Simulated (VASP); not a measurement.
# KF (P6_3/mmc) in VASP: settings compared

Aim: see how the results for KF move with the level of theory and the settings. Levels: PBE, r2SCAN. Tasks: single point.

Program: VASP 6.6.1. These are calculated values, not measurements. Logs are shortened: lines on timing, memory, paths and dates and some standing lists are left out, and cuts for length are marked.

## Step 1: The cell of the first run

It takes space group P6_3/mmc (No. 194, hexagonal). The conventional cell has a = 3.740 Å, b = 3.740 Å, c = 6.595 Å, α = 90.00°, β = 90.00°, γ = 120.00°. K (site symmetry -3m) has 6 F at 2.72 Å and 8 K at 3.30 to 3.74 Å within 3.8 Å. F (site symmetry -6m2) has 6 K at 2.72 Å and 12 F at 3.74 to 3.94 Å within 4.0 Å.

## Step 2: Single point, PBE

Contents of INCAR:

```
SYSTEM = KF
PREC = Accurate
ENCUT = 520
EDIFF = 1E-7
ISMEAR = 0
SIGMA = 0.01
LREAL = .FALSE.
LASPH = .TRUE.
NELM = 60
ALGO = Normal
ISIF = 2
LWAVE = .FALSE.
LCHARG = .TRUE.
GGA = PE
LELF = .TRUE.
LVHAR = .TRUE.
NBANDS = 24
```

Contents of KPOINTS:

```
regular mesh
0
G
  6 6 4
  0 0 0
```

Contents of POSCAR:

```
KF
1.0
    3.7398271877      0.0000000000      0.0000000000
   -1.8699135938      3.2387853503      0.0000000000
    0.0000000000      0.0000000000      6.5945026279
K F
2 2
Direct
    0.0000000000      0.0000000000      0.0000000000
    0.0000000000      0.0000000000      0.5000000000
    0.3333333333      0.6666666667      0.2500000000
    0.6666666667      0.3333333333      0.7500000000
```

Potentials or basis: VASP PAW PBE potentials, release 64 (K_sv, F).

Command:

```bash
$ cat potpaw_PBE.64/K_sv/POTCAR potpaw_PBE.64/F/POTCAR > POTCAR
$ mpirun -np 1 vasp_std > vasp.out
```

OUTCAR:

```text
SYSTEM = KF
   PREC = Accurate
   ENCUT = 520
   EDIFF = 1E-7
   ISMEAR = 0
   LREAL = .FALSE.
   LASPH = .TRUE.
   NELM = 60
   ISIF = 2
   GGA = PE

 ion  position               nearest neighbor table
   1  0.000  0.000  0.000-   3 2.72   4 2.72   3 2.72   4 2.72   4 2.72   3 2.72   2 3.30   2 3.30

   2  0.000  0.000  0.500-   3 2.72   4 2.72   3 2.72   4 2.72   4 2.72   3 2.72   1 3.30   1 3.30

   3  0.333  0.667  0.250-   1 2.72   2 2.72   1 2.72   2 2.72   1 2.72   2 2.72
   4  0.667  0.333  0.750-   1 2.72   2 2.72   1 2.72   2 2.72   1 2.72   2 2.72

  LATTYP: Found a hexagonal cell.
 ALAT       =     3.7398271877
 C/A-ratio  =     1.7633174735

  Lattice vectors:

 A1 = (   3.7398271877,   0.0000000000,   0.0000000000)
 A2 = (  -1.8699135938,   3.2387853503,   0.0000000000)
 A3 = (   0.0000000000,   0.0000000000,   6.5945026279)

Analysis of symmetry for initial positions (statically):
=====================================================================
 Subroutine PRICEL returns:
 Original cell was already a primitive cell.

 Routine SETGRP: Setting up the symmetry group for a
 hexagonal supercell.

 Subroutine GETGRP returns: Found 24 space group operations
 (whereof 12 operations were pure point group operations)
 out of a pool of 24 trial point group operations.

The static configuration has the point symmetry D_3d.
 The point group associated with its full space group is D_6h.

Analysis of symmetry for dynamics (positions and initial velocities):
=====================================================================
 Subroutine PRICEL returns:
 Original cell was already a primitive cell.

 Routine SETGRP: Setting up the symmetry group for a
 hexagonal supercell.

 Subroutine GETGRP returns: Found 24 space group operations
 (whereof 12 operations were pure point group operations)
 out of a pool of 24 trial point group operations.

The dynamic configuration has the point symmetry D_3d.
 The point group associated with its full space group is D_6h.

 Subroutine INISYM returns: Found 24 space group operations
 (whereof 12 operations are pure point group operations),
 and found     1 'primitive' translations

----------------------------------------------------------------------------------------

                                     Primitive cell

  volume of cell :      79.8759

  direct lattice vectors                    reciprocal lattice vectors
     3.739827188  0.000000000  0.000000000     0.267392034  0.154378863  0.000000000
    -1.869913594  3.238785350  0.000000000     0.000000000  0.308757726  0.000000000
     0.000000000  0.000000000  6.594502628     0.000000000  0.000000000  0.151641459

  length of vectors
     3.739827188  3.739827188  6.594502628     0.308757726  0.308757726  0.151641459

  position of ions in fractional coordinates (direct lattice)
     0.000000000  0.000000000  0.000000000
     0.000000000  0.000000000  0.500000000
     0.333333333  0.666666667  0.250000000
     0.666666667  0.333333333  0.750000000

  ion indices of the primitive-cell ions
   primitive index   ion index
                 1           1
                 2           2
                 3           3
                 4           4

----------------------------------------------------------------------------------------

 KPOINTS: regular mesh

Automatic generation of k-mesh.
 Grid dimensions read from file:
 generate k-points for:    6    6    4

 Generating k-lattice:

  Cartesian coordinates                     Fractional coordinates (reciprocal lattice)
     0.044565339  0.025729811  0.000000000     0.166666667  0.000000000  0.000000000
     0.000000000  0.051459621  0.000000000     0.000000000  0.166666667  0.000000000
     0.000000000  0.000000000  0.037910365     0.000000000  0.000000000  0.250000000

  Length of vectors
     0.051459621  0.051459621  0.037910365

  Shift w.r.t. Gamma in fractional coordinates (k-lattice)
     0.000000000  0.000000000  0.000000000

 Subroutine IBZKPT returns following result:
 ===========================================

 Found     21 irreducible k-points:

 Following reciprocal coordinates:
            Coordinates               Weight
  0.000000  0.000000  0.000000      1.000000
  0.166667 -0.000000  0.000000      6.000000
  0.333333 -0.000000  0.000000      6.000000
  0.500000 -0.000000  0.000000      3.000000
  0.166667  0.166667  0.000000      6.000000
  0.333333  0.166667  0.000000     12.000000
[... 13 lines left out ...]
  0.333333  0.166667  0.500000     12.000000
  0.333333  0.333333  0.500000      2.000000
   k-points           NKPTS =     21   k-points in BZ     NKDIM =     21   number of bands    NBANDS=     24
   number of dos      NEDOS =    301   number of ions     NIONS =      4
   total plane-waves  NPLWV =  39200
   dimension x,y,z NGX =    28 NGY =   28 NGZ =   50
   dimension x,y,z NGXF=    56 NGYF=   56 NGZF=  100
   ions per type =               2   2
[... 24 lines left out ...]
   NUPDOWN=      -1.0000    fix difference up-down
   EMIN   =  10.00;   EMAX   =-10.00  energy-range for DOS
   EFERMI =   0.00;   METHOD = LEGACY
   ISMEAR =     0;   SIGMA  =   0.01  broadening in eV -4-tet -1-fermi 0-gaus
   EFERMI_NEDOS =   21; number of points for ismear=-14 and -15
   IALGO  =     38    algorithm
   IMIX   =      4    mixing-type and parameters
     AMIX     =   0.40;   BMIX     =  1.00
     AMIX_MAG =   1.60;   BMIX_MAG =  1.00
  volume/ion in A,a.u.               =      19.97       134.76
  Fermi-wavevector in a.u.,A,eV,Ry     =   1.206849  2.280614 19.816672  1.456484
  Thomas-Fermi vector in A             =   2.342504
   LORBIT       =      0    0 simple, 1 ext, 2 COOP (PROOUT), +10 PAW based schemes
   GGA     = PE    functional components
   LHFCALC =     F    Hartree Fock is set to
   AEXX    =    0.0000 exact exchange contribution
   IVDW    =     0    specifies the selected vdW correction
   LEPSILON=     F    determine dielectric tensor
   LRPA    =     F    only Hartree local field effects (RPA)
 non-spin polarized calculation
 Gauss-broadening in eV      SIGMA  =   0.01
  energy-cutoff  :      520.00
  volume of cell :       79.88
 maximum number of plane-waves:      2163
 NGX is ok and might be reduce to    28
   NGX = 13   NGY = 13   NGZ = 25

 number of electron      31.9999984 magnetization

 Free energy of the ion-electron system (eV)
  ---------------------------------------------------
  ext. energy  EPLUGINS =         0.00000000
  ---------------------------------------------------
  free energy    TOTEN  =       -16.43625677 eV

  energy without entropy =      -16.43625677  energy(sigma->0) =      -16.43625677

 E-fermi :  -2.8257     XC(G=0):  -8.1996

 val. band max:       -2.8712371857   @ k =   0.0000   0.0000   0.0000
 cond. band min:       3.0153876456   @ k =   0.0000   0.0000   0.0000
 fundamental gap:      5.8866248313
 Fermi energy:        -2.8257205047

 k-point     1 :       0.0000    0.0000    0.0000
  band No.  band energies     occupation
      1     -29.3494      2.00000
      2     -29.2350      2.00000
      3     -21.6177      2.00000
      4     -21.5362      2.00000
      5     -13.0248      2.00000
      6     -12.6295      2.00000
[... 16 lines left out ...]
     23       8.2967      0.00000
     24       8.2967      0.00000

 k-point     2 :       0.1667   -0.0000    0.0000
  band No.  band energies     occupation
      1     -29.3326      2.00000
      2     -29.2231      2.00000
      3     -21.6012      2.00000
      4     -21.5482      2.00000
      5     -13.0603      2.00000
      6     -12.7008      2.00000
[... 16 lines left out ...]
     23       8.4398      0.00000
     24       8.7716      0.00000

 k-point     3 :       0.3333   -0.0000    0.0000
  band No.  band energies     occupation
      1     -29.2986      2.00000
      2     -29.1990      2.00000
      3     -21.5850      2.00000
      4     -21.5545      2.00000
      5     -13.1395      2.00000
      6     -12.8697      2.00000
[... 16 lines left out ...]
     23       8.8663      0.00000
     24      10.0244      0.00000
[... 433 lines left out ...]
 k-point    20 :       0.3333    0.1667    0.5000
  band No.  band energies     occupation
      1     -29.2346      2.00000
      2     -29.2346      2.00000
      3     -21.5669      2.00000
      4     -21.5669      2.00000
      5     -12.9219      2.00000
      6     -12.9219      2.00000
[... 16 lines left out ...]
     23       9.0530      0.00000
     24       9.0530      0.00000

 k-point    21 :       0.3333    0.3333    0.5000
  band No.  band energies     occupation
      1     -29.2273      2.00000
      2     -29.2273      2.00000
      3     -21.5656      2.00000
      4     -21.5656      2.00000
      5     -12.9222      2.00000
      6     -12.9222      2.00000
[... 16 lines left out ...]
     23       8.6207      0.00000
     24       8.6207      0.00000

------------------------ aborting loop because EDIFF is reached ----------------------------------------

  FORCE on cell =-STRESS in cart. coord.  units (eV):
  Direction    XX          YY          ZZ          XY          YZ          ZX
  --------------------------------------------------------------------------------------
  -------------------------------------------------------------------------------------
  Total       -0.0038993     -0.0038993      0.0375467     -0.0000000      0.0000000      0.0000000
  in kB       -0.0782131     -0.0782131      0.7531250     -0.0000000      0.0000000      0.0000000
  external PRESSURE =       0.1988996 kB  Pullay stress =       0.0000000 kB

 VOLUME and BASIS-vectors are now :
 -----------------------------------------------------------------------------
  energy-cutoff  :      520.00
  volume of cell :       79.88
      direct lattice vectors                 reciprocal lattice vectors
     3.739827188  0.000000000  0.000000000     0.267392034  0.154378863  0.000000000
    -1.869913594  3.238785350  0.000000000     0.000000000  0.308757726  0.000000000
     0.000000000  0.000000000  6.594502628     0.000000000  0.000000000  0.151641459

 POSITION                                       TOTAL-FORCE (eV/Angst)
 -----------------------------------------------------------------------------------
      0.00000      0.00000      0.00000         0.000000      0.000000      0.000000
      0.00000      0.00000      3.29725         0.000000      0.000000      0.000000
     -0.00000      2.15919      1.64863        -0.000000     -0.000000      0.000000
      1.86991      1.07960      4.94588         0.000000      0.000000     -0.000000
 -----------------------------------------------------------------------------------
    total drift:                                0.000000     -0.000000      0.000000

  FREE ENERGIE OF THE ION-ELECTRON SYSTEM (eV)
  ---------------------------------------------------
  free  energy   TOTEN  =       -16.4362567707 eV

  energy  without entropy=      -16.4362567707  energy(sigma->0) =      -16.43625677
```

Wall time 59 s (1 thread of Intel Xeon 8259CL, shared host); peak memory 0.2 GiB.

Results:

```
Free energy            : -16.4363 eV
Pressure               : 0.0 GPa
Band gap on the k mesh : 5.89 eV
```

## Step 3: Single point, PBE (20.57 Å³/atom)

This run uses another cell than the first one, of 20.57 Å³/atom.

Contents of INCAR:

```
ALGO = Normal
EDIFF = 1E-6
ENCUT = 520
GGA = PE
ISIF = 2
ISMEAR = 0
LASPH = T
LCHARG = F
LREAL = F
LWAVE = F
NBANDS = 24
NELM = 100
PREC = Accurate
SIGMA = 0.01
```

Contents of KPOINTS:

```
k-points
0
Gamma
  6 6 4
```

Contents of POSCAR:

```
KF
1.0
    3.7768575879      0.0000000000      0.0000000000
   -1.8884287940      3.2708546176      0.0000000000
    0.0000000000      0.0000000000      6.6597989797
K F
2 2
Direct
    0.0000000000      0.0000000000      0.0000000000
    0.0000000000      0.0000000000      0.5000000000
    0.3333333333      0.6666666667      0.2500000000
    0.6666666667      0.3333333333      0.7500000000
```

Potentials or basis: VASP PAW PBE potentials, release 64 (K_sv, F).

Command:

```bash
$ cat potpaw_PBE.64/K_sv/POTCAR potpaw_PBE.64/F/POTCAR > POTCAR
$ mpirun -np 1 vasp_std > vasp.out
```

It took 64 s on 1 thread of Intel Xeon 8259CL, shared host; peak memory 0.2 GiB.

Results (log left out):

| Property | Result |
| --- | --- |
| Free energy | -16.4330 eV |
| Pressure | -0.8 GPa |
| Band gap on the k mesh | 5.74 eV |

Levels at points of the mesh, in eV from the valence-band top:
```
           k point  band 12  band 13  band 14  band 15  band 16  band 17  band 18  band 19  band 20  band 21
(0.00, 0.00, 0.00)    -0.24    -0.24    -0.08     0.00     0.00     5.74     8.90     8.93     9.78    10.74
(0.50, 0.00, 0.00)    -0.43    -0.29    -0.26    -0.17    -0.07     8.08     9.36     9.50     9.70    10.06
(0.00, 0.00, 0.50)    -0.45    -0.12    -0.12    -0.12    -0.12     7.01     7.01     9.83     9.83    11.07
(0.50, 0.00, 0.50)    -0.51    -0.27    -0.27    -0.18    -0.18     8.64     8.64     9.98     9.98    11.16
```

A k mesh can miss the band edges.

## Step 4: Single point, PBE (21.17 Å³/atom)

This run uses another cell than the first one, of 21.17 Å³/atom.

Contents of INCAR:

```
  PREC = Accurate
  ENCUT = 520
  EDIFF = 1E-6
  ISMEAR = 0
  SIGMA = 0.01
  LREAL = F
  LASPH = T
  NELM = 80
  ALGO = Normal
  ISIF = 2
  LWAVE = F
  LCHARG = T
  GGA = PE
  LELF = T
  LVHAR = T
  NBANDS = 24
```

Contents of KPOINTS:

```
regular mesh
0
Gamma
  6 6 4
```

Contents of POSCAR:

```
KF
1.0
    3.8131757542      0.0000000000      0.0000000000
   -1.9065878771      3.3023070722      0.0000000000
    0.0000000000      0.0000000000      6.7238394369
K F
2 2
Direct
    0.0000000000      0.0000000000      0.0000000000
    0.0000000000      0.0000000000      0.5000000000
    0.3333333333      0.6666666667      0.2500000000
    0.6666666667      0.3333333333      0.7500000000
```

Command:

```bash
$ cat potpaw_PBE.64/K_sv/POTCAR potpaw_PBE.64/F/POTCAR > POTCAR
$ mpirun -np 1 vasp_std > vasp.out
```

Wall time 60 s (1 thread of Intel Xeon 8259CL, shared host); peak memory 0.2 GiB.

It converged, with:

* Free energy: -16.4188 eV
* Pressure: -1.5 GPa
* Band gap on the k mesh: 5.61 eV

Stress tensor (GPa, compression positive):
```
-1.40  0.00  0.00
 0.00 -1.40  0.00
 0.00  0.00 -1.59
```

Levels at points of the mesh, in eV from the valence-band top:
| k point | band 13 | band 14 | band 15 | band 16 | band 17 | band 18 | band 19 | band 20 |
| --- | --- | --- | --- | --- | --- | --- | --- | --- |
| (0.00, 0.00, 0.00) | -0.22 | -0.08 | 0.00 | 0.00 | 5.61 | 8.77 | 8.84 | 9.59 |
| (0.50, 0.00, 0.00) | -0.27 | -0.27 | -0.17 | -0.07 | 8.02 | 9.21 | 9.40 | 9.51 |
| (0.00, 0.00, 0.50) | -0.11 | -0.11 | -0.11 | -0.11 | 6.85 | 6.85 | 9.72 | 9.72 |
| (0.50, 0.00, 0.50) | -0.26 | -0.26 | -0.17 | -0.17 | 8.56 | 8.56 | 9.80 | 9.80 |

A k mesh can miss the band edges.

## Step 5: Single point, r2SCAN (17.66 Å³/atom)

This run uses another cell than the first one, of 17.66 Å³/atom.

Contents of POSCAR:

```
KF
1.0
    3.5852212747      0.0000000000      0.0000000000
   -1.7926106373      3.1048927021      0.0000000000
    0.0000000000      0.0000000000      6.3465556999
K F
2 2
Direct
    0.0000000000      0.0000000000      0.0000000000
    0.0000000000      0.0000000000      0.5000000000
    0.3333333333      0.6666666667      0.2500000000
    0.6666666667      0.3333333333      0.7500000000
```

Contents of INCAR.step1:

```
SYSTEM = KF
  ALGO = Normal
  EDIFF = 1E-4
  ENCUT = 520
  GGA = PE
  ISMEAR = 0
  LASPH = .True.
  LCHARG = .False.
  LREAL = .False.
  LWAVE = .True.
  NBANDS = 24
  NELM = 100
  PREC = Accurate
  SIGMA = 0.01
```

Contents of INCAR.step2:

```
SYSTEM = KF
  ALGO = Normal
  EDIFF = 1E-7
  ENCUT = 520
  ISIF = 2
  ISMEAR = 0
  ISTART = 1
  LASPH = .True.
  LCHARG = .False.
  LMIXTAU = .True.
  LREAL = .False.
  LWAVE = .False.
  METAGGA = R2SCAN
  NBANDS = 24
  NELM = 100
  PREC = Accurate
  SIGMA = 0.01
```

Contents of KPOINTS:

```
k-points
0
Gamma
  6 6 4
  0 0 0
```

Command:

```bash
$ cat potpaw_PBE.64/K_sv/POTCAR potpaw_PBE.64/F/POTCAR > POTCAR
$ cp INCAR.step1 INCAR
$ mpirun -np 1 vasp_std > vasp.out
$ cp INCAR.step2 INCAR
$ mpirun -np 1 vasp_std > vasp.out
```

Run time: 3.7 min. Hardware: 1 thread of Intel Xeon 8259CL, shared host; peak memory 0.21 GiB.

Results (log left out):

* Free energy: -29.7563 eV
* Pressure: 2.6 GPa
* Band gap on the k mesh: 7.20 eV

Stress tensor (GPa, compression positive):
```
2.38 0.00 0.00
0.00 2.38 0.00
0.00 0.00 2.92
```

Levels at points of the mesh, in eV from the valence-band top:
| k point | band 12 | band 13 | band 14 | band 15 | band 16 | band 17 | band 18 | band 19 | band 20 | band 21 |
| --- | --- | --- | --- | --- | --- | --- | --- | --- | --- | --- |
| (0.00, 0.00, 0.00) | -0.33 | -0.33 | -0.07 | 0.00 | 0.00 | 7.20 | 9.89 | 10.49 | 11.44 | 12.04 |
| (0.50, 0.00, 0.00) | -0.56 | -0.40 | -0.23 | -0.10 | -0.04 | 8.89 | 10.66 | 11.06 | 11.39 | 11.58 |
| (0.00, 0.00, 0.50) | -0.50 | -0.16 | -0.16 | -0.16 | -0.16 | 8.55 | 8.55 | 11.17 | 11.17 | 12.46 |
| (0.50, 0.00, 0.50) | -0.55 | -0.31 | -0.31 | -0.22 | -0.22 | 9.61 | 9.61 | 11.77 | 11.77 | 13.02 |

Caveat: the PAW data sets were made with another functional, which shifts forces and pressure a little.

## Step 6: Single point, r2SCAN (18.23 Å³/atom)

This run uses another cell than the first one, of 18.23 Å³/atom.

Contents of POSCAR:

```
KF
1.0
    3.6229632195      0.0000000000      0.0000000000
   -1.8114816097      3.1375781851      0.0000000000
    0.0000000000      0.0000000000      6.4133664591
K F
2 2
Direct
    0.0000000000      0.0000000000      0.0000000000
    0.0000000000      0.0000000000      0.5000000000
    0.3333333333      0.6666666667      0.2500000000
    0.6666666667      0.3333333333      0.7500000000
```

Contents of INCAR.step1:

```
PREC = Accurate
ENCUT = 520
ISMEAR = 0
SIGMA = 0.01
LREAL = False
LASPH = True
NELM = 60
NBANDS = 24
GGA = PE
ALGO = Normal
EDIFF = 1E-4
LWAVE = True
LCHARG = False
```

Contents of INCAR.step2:

```
PREC = Accurate
ENCUT = 520
EDIFF = 1E-7
ISMEAR = 0
SIGMA = 0.01
LREAL = False
LASPH = True
NELM = 60
ALGO = Normal
ISIF = 2
LWAVE = False
LCHARG = True
METAGGA = R2SCAN
LMIXTAU = True
LELF = True
LVHAR = True
NBANDS = 24
ISTART = 1
```

Contents of KPOINTS:

```
Automatic mesh
0
Gamma
  6 6 4
```

Potentials or basis: VASP PAW PBE potentials, release 64 (K_sv, F).

Command:

```bash
$ cat potpaw_PBE.64/K_sv/POTCAR potpaw_PBE.64/F/POTCAR > POTCAR
$ cp INCAR.step1 INCAR
$ mpirun -np 1 vasp_std > vasp.out
$ cp INCAR.step2 INCAR
$ mpirun -np 1 vasp_std > vasp.out
```

It took 4.6 min on 1 thread of Intel Xeon 8259CL, shared host; peak memory 0.21 GiB.

It converged, with:

- Free energy: -29.7856 eV
- Pressure: 1.2 GPa
- Band gap on the k mesh: 7.03 eV

Stress tensor (GPa, compression positive):
```
1.07 0.00 0.00
0.00 1.07 0.00
0.00 0.00 1.33
```

Levels at points of the mesh, in eV from the valence-band top:
```csv
k point,band 14,band 15,band 16,band 17,band 18,band 19
"(0.00, 0.00, 0.00)",-0.07,0.00,0.00,7.03,9.84,10.30
"(0.50, 0.00, 0.00)",-0.24,-0.12,-0.05,8.85,10.56,10.89
"(0.00, 0.00, 0.50)",-0.15,-0.15,-0.15,8.36,8.36,11.04
"(0.50, 0.00, 0.50)",-0.30,-0.21,-0.21,9.54,9.54,11.55
```

Caveat: the PAW data sets were made with another functional, which shifts forces and pressure a little.

## Step 7: The runs side by side

| level | cell | gap on the mesh (eV) | pressure (GPa) |
| --- | --- | --- | --- |
| PBE | a = 3.740, b = 3.740, c = 6.595 Å, angles 90.0, 90.0, 120.0°, 4 atoms | 5.89 | 0.0 |
| PBE | a = 3.777, b = 3.777, c = 6.660 Å, angles 90.0, 90.0, 120.0°, 4 atoms | 5.74 | -0.8 |
| PBE | a = 3.813, b = 3.813, c = 6.724 Å, angles 90.0, 90.0, 120.0°, 4 atoms | 5.61 | -1.5 |
| r2SCAN | a = 3.585, b = 3.585, c = 6.347 Å, angles 90.0, 90.0, 120.0°, 4 atoms | 7.20 | 2.6 |
| r2SCAN | a = 3.623, b = 3.623, c = 6.413 Å, angles 90.0, 90.0, 120.0°, 4 atoms | 7.03 | 1.2 |

Alike in all rows: task single point; potentials or basis VASP PAW PBE potentials, release 64 (K_sv, F); no spin polarisation; k mesh 6 × 6 × 4; cutoff (eV) 520; smearing gaussian 0.01 eV.

Caveats: the PAW data sets were made with another functional, which shifts forces and pressure a little (at least some runs).

Absolute energies hang on the potentials; compare differences alone.
